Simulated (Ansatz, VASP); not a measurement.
**AlGa3N4 in VASP and in Ansatz**

INCAR

```
SYSTEM = AlGa3N4
ALGO = Normal ; EDIFF = 1E-7
ENCUT = 520 ; GGA = PS
ISIF = 2 ; ISMEAR = 0
LASPH = .True. ; LCHARG = .False.
LREAL = .False. ; LWAVE = .False.
NBANDS = 41 ; NELM = 60
PREC = Accurate ; SIGMA = 0.05
```

Contents of KPOINTS:

```
k-points
0
Gamma
  6 8 6
  0 0 0
```

File POSCAR:

```
AlGa3N4
1.0
    5.1423512025      0.0000000000      0.0001215039
    0.0000000000      3.1649848011      0.0000000000
   -0.0035856884      0.0000000000      5.4784941380
Al Ga N
1 3 4
Direct
    0.0006034235      0.5000000000      0.6673576246
    0.4991167026      0.5000000000      0.3349195796
    0.4990273840      0.0000000000      0.8315570006
    0.9998617813      0.0000000000      0.1661805284
    0.1038447890      0.5000000000      0.3506977446
    0.1018220151      0.0000000000      0.8369763888
    0.6046196746      0.0000000000      0.1768166164
    0.6154083815      0.5000000000      0.6778968350
```

Input for Ansatz:

```yaml
crystal:
  lattice:
    - [5.1423512025, 0.0, 0.0001215039]
    - [0.0, 3.1649848011, 0.0]
    - [-0.0035856884, 0.0, 5.478494138]
  atoms:
    - { symbol: Al, position: [0.0006034235, 0.5, 0.6673576246] }
    - { symbol: Ga, position: [0.4991167026, 0.5, 0.3349195796] }
    - { symbol: Ga, position: [0.499027384, 0.0, 0.8315570006] }
    - { symbol: Ga, position: [0.9998617813, 0.0, 0.1661805284] }
    - { symbol: "N", position: [0.103844789, 0.5, 0.3506977446] }
    - { symbol: "N", position: [0.1018220151, 0.0, 0.8369763888] }
    - { symbol: "N", position: [0.6046196746, 0.0, 0.1768166164] }
    - { symbol: "N", position: [0.6154083815, 0.5, 0.677896835] }
basis:
  ecutwfc: 420
kpoints:
  mp_grid: { grid: [6, 8, 6] }
hamiltonian:
  xc: pbesol
scf:
  occupations: { method: gaussian, width: 0.05 }
output:
  forces: true
  stress: true
  eigenvalues: true
```

Change from the starting cell: all N atoms moved +0.100 Å, as atom 5 towards its neighbour atom 8 (N) at 3.087 Å.

Alike in both runs: task single point; functional PBEsol; k mesh 6 × 8 × 6; occupations gaussian, width 0.05 eV; no spin polarisation.

```csv
,VASP,Ansatz
version,VASP 6.6.1,Ansatz 0.2.0
potentials or method,"VASP PAW PBE potentials, release 64 (Al, Ga_d, N), cutoff 520 eV","scalar-relativistic, plane waves, PAW"
valence electrons in the cell,62,62
```

```csv
,VASP,Ansatz,Ansatz less VASP
gap on the k mesh at the Fermi level (eV),2.28,2.26,-0.018
least direct gap on the mesh (eV),2.28,2.26,-0.018
pressure (GPa),0.9,1.1,+0.17
"traceless stress, the component that is largest in VASP (GPa)",-5.34,-5.44,-0.099
rms of the force components (eV/Å),0.712,0.716,+0.0043
```

VASP's potentials were made for PBE, not for PBEsol. Atom by atom the forces differ by 0.010 eV/Å (rms over components). The functional is the same, so the differences come from potentials, cutoffs and numerics.
